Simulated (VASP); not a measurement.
The system is ScSi2O3.

```
CELL_PARAMETERS angstrom
4.21245 0.00000 0.00000
-2.10622 3.64809 0.00000
0.00000 0.00000 5.70455
ATOMIC_POSITIONS crystal
Sc 0.00000 0.00000 0.50000
Si 0.33333 0.66667 0.50000
Si 0.66667 0.33333 0.50000
O 0.41409 0.00000 0.50000
O 0.00000 0.41409 0.50000
O 0.58591 0.58591 0.50000
```

- Program: VASP 6.6.1
- Task: relaxation of cell and atoms
- Functional: PBE
- Potentials or basis: VASP PAW PBE potentials, release 64 (Sc_sv, Si, O)
- Cutoff: 600 eV
- k mesh: 6 × 6 × 4
- Occupations: gaussian, width 0.1 eV
- Spin: no spin polarisation

At the start: pressure 207.0 GPa; volume 14.61 Å³/atom.

Question: Where does the relaxation end?

Answer: Over 42 steps the energy falls by 7281.9 meV/atom and the volume is 12.50 Å³/atom (-14.4 %); space group P-62m (No. 189, to 0.05 Å).

Step by step:
| step | energy change (eV) | largest force (eV/Å) | pressure (GPa) | volume (Å³) |
| --- | --- | --- | --- | --- |
| 1 | 0.0000 | 9.9193 | 206.98 | 87.66 |
| 3 | -34.4760 | 0.9999 | -21.37 | 221.06 |
| 5 | -40.4479 | 0.4660 | -2.02 | 167.00 |
| 7 | -40.4633 | 0.7173 | 0.46 | 162.54 |
| 9 | -40.5758 | 0.2091 | -2.18 | 159.63 |
| 11 | -40.7059 | 0.1573 | 0.76 | 143.96 |
| 13 | -40.7170 | 0.1584 | 1.80 | 139.62 |
| 15 | -40.8224 | 0.3273 | 1.93 | 132.99 |
| 17 | -41.6392 | 0.9335 | 3.18 | 103.93 |
| 19 | -42.1171 | 1.0757 | 3.73 | 93.73 |
| 21 | -42.7356 | 1.3637 | 10.28 | 77.40 |
| 23 | -42.8294 | 1.3368 | 8.98 | 76.79 |
| 25 | -42.9730 | 1.3279 | 6.36 | 75.52 |
| 27 | -43.1333 | 1.0738 | -3.66 | 79.90 |
| 29 | -43.3352 | 0.9209 | -3.19 | 79.24 |
| 31 | -43.3614 | 1.6900 | 9.27 | 76.33 |
| 33 | -43.6428 | 0.0480 | 1.88 | 77.46 |
| 35 | -43.6732 | 0.0842 | -1.08 | 78.34 |
| 37 | -43.6868 | 0.0458 | -0.19 | 76.86 |
| 39 | -43.6907 | 0.0494 | -0.39 | 75.27 |
| 41 | -43.6898 | 0.0415 | 0.86 | 74.56 |
| 42 | -43.6915 | 0.0101 | -0.06 | 75.00 |

Final structure:
```
CELL_PARAMETERS angstrom
5.66622 0.00000 0.00000
-2.83311 4.90709 0.00000
0.00000 0.00000 2.69749
ATOMIC_POSITIONS crystal
Sc 0.00000 0.00000 0.50000
Si 0.33333 0.66667 0.50000
Si 0.66667 0.33333 0.50000
O 0.35648 0.00000 0.50000
O 0.00000 0.35648 0.50000
O 0.64352 0.64352 0.50000
```

Caveat: an odd number of electrons without spin polarisation forces a metal; a magnetic or distorted state may lie lower.
